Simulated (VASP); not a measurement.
In2O3: single point with PBE

In2O3:

```
In O
1.0
     2.67190    4.62787    0.00000
    -2.67190    4.62787    0.00000
     0.00000   -3.08525    4.86210
In O
4 6
Cartesian
  0.0000 3.0852 0.2746
  0.0000 0.0000 2.1564
  0.0000 3.0852 4.5875
  0.0000 6.1705 2.7057
  -1.0354 4.6279 3.6466
  -0.8182 1.4172 3.6466
  1.8537 3.2106 3.6466
  1.0354 1.5426 1.2155
  0.8182 4.7533 1.2155
  -1.8537 2.9599 1.2155
```

```yaml
Program: VASP 6.6.1
Task: single point
Functional: PBE
Potentials_or_basis: VASP PAW PBE potentials, release 64 (In_d, O)
Cutoff: 520 eV
k_mesh: 4 × 4 × 4
Occupations: fermi-dirac, width 0.1 eV
Spin: no spin polarisation
Dipole_correction: no
Further_INCAR_settings: ALGO = Normal; EDIFF = 1e-06; NBANDS = 55
```

The pressure is 20.7 GPa and the largest force is 0.493 eV/Å. The band gap on the k mesh is 1.68 eV.

Forces on the atoms (eV/Å):
```
In   0.000  0.000  0.493
In   0.000  0.000 -0.493
In   0.000  0.000 -0.493
In   0.000  0.000  0.493
O   -0.442  0.000  0.000
O    0.221 -0.383  0.000
O    0.221  0.383  0.000
O    0.442  0.000  0.000
O   -0.221  0.383  0.000
O   -0.221 -0.383  0.000
```

Stress tensor (GPa, compression positive):
```
21.98  0.00  0.00
 0.00 21.98  0.00
 0.00  0.00 18.05
```

Levels at points of the mesh, in eV from the valence-band top:
```
           k point  band 40  band 41  band 42  band 43  band 44  band 45  band 46  band 47  band 48  band 49
(0.00, 0.00, 0.00)    -0.48    -0.32    -0.32     0.00     0.00     1.68     6.16     6.78     8.23     9.09
(0.50, 0.00, 0.00)    -1.00    -0.93    -0.93    -0.13    -0.13     5.38     5.38     6.33     6.33     8.87
(0.50, 0.50, 0.00)    -0.98    -0.55    -0.36    -0.10    -0.04     5.61     6.05     7.02     7.36     7.49
(0.00, 0.00, 0.50)    -1.20    -0.22    -0.22    -0.22    -0.22     4.82     4.82     7.67     7.67     9.01
```

Wall time 3.1 min on 1 thread of Intel Xeon 8259CL, with other jobs on the host, peak memory 0.28 GiB.

Caveat: the cell stands under pressure; spin-orbit coupling is left out, which moves the levels of the heavy elements.
